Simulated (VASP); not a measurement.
Set up this calculation in VASP 6.6.1, as the native input.

```yaml
Task: single point
Functional: PBE
Dispersion: D3(BJ)
Potentials_or_basis: VASP PAW PBE potentials, release 64 (Mg)
Cutoff: 520 eV
k_mesh: 7 × 7 × 4
Occupations: methfessel-paxton, width 0.1 eV
Spin: no spin polarisation
Dipole_correction: no
Further_INCAR_settings: ALGO = Normal; EDIFF = 1e-06; NBANDS = 9
```

The structure of Mg lies in POSCAR:

```
Mg
1.0
    3.2093000000      0.0000000000      0.0000000000
   -1.6046500000      2.7793353284      0.0000000000
    0.0000000000      0.0000000000      5.2103000000
Mg
2
Direct
    0.6763310000      0.3514870000      0.7584570000
    0.3380850000      0.6711090000      0.2494850000
```

This cell differs from its parent crystal: atoms moved at random.

One way to write it, as run:

INCAR

```
PREC     = Accurate       # precision mode
ENCUT    = 520            # plane-wave cutoff, eV
EDIFF    = 1E-6           # SCF threshold, eV
ISMEAR   = 1              # smearing method
SIGMA    = 0.1            # smearing width, eV
LREAL    = F              # projectors in reciprocal space
LASPH    = T              # aspherical terms in the spheres
NELM     = 100            # most SCF steps
ALGO     = Normal         # electronic algorithm
ISIF     = 2              # what is computed and relaxed
LWAVE    = F              # write WAVECAR
LCHARG   = T              # write CHGCAR
GGA      = PE             # functional
IVDW     = 12             # dispersion correction
LELF     = T              # ELF
LVHAR    = T            
NBANDS   = 9              # bands
```

KPOINTS

```
regular mesh
0
Gamma
  7 7 4
```

Potentials or basis: VASP PAW PBE potentials, release 64 (Mg).

Command:

```bash
$ cat potpaw_PBE.64/Mg/POTCAR > POTCAR
$ mpirun -np 1 vasp_std > vasp.out
```

It gave:

```
Pressure                   : -2.3 GPa
Largest force              : 0.159 eV/Å
Band gap on the k mesh     : zero (band 2 reaches 3.36 eV, above the bottom of band 3 at 1.33 eV)
Dispersion energy per atom : -0.280 eV
```

Caveat: the cell differs from its parent crystal (atoms moved at random); three body term missing; pairwise dispersion overbinds metals, which lowers pressure and volume.

Wall time 24 s on 1 thread of AMD EPYC 7R43 64-Core Processor (Zen 3), with other jobs on the host, peak memory 0.16 GiB.
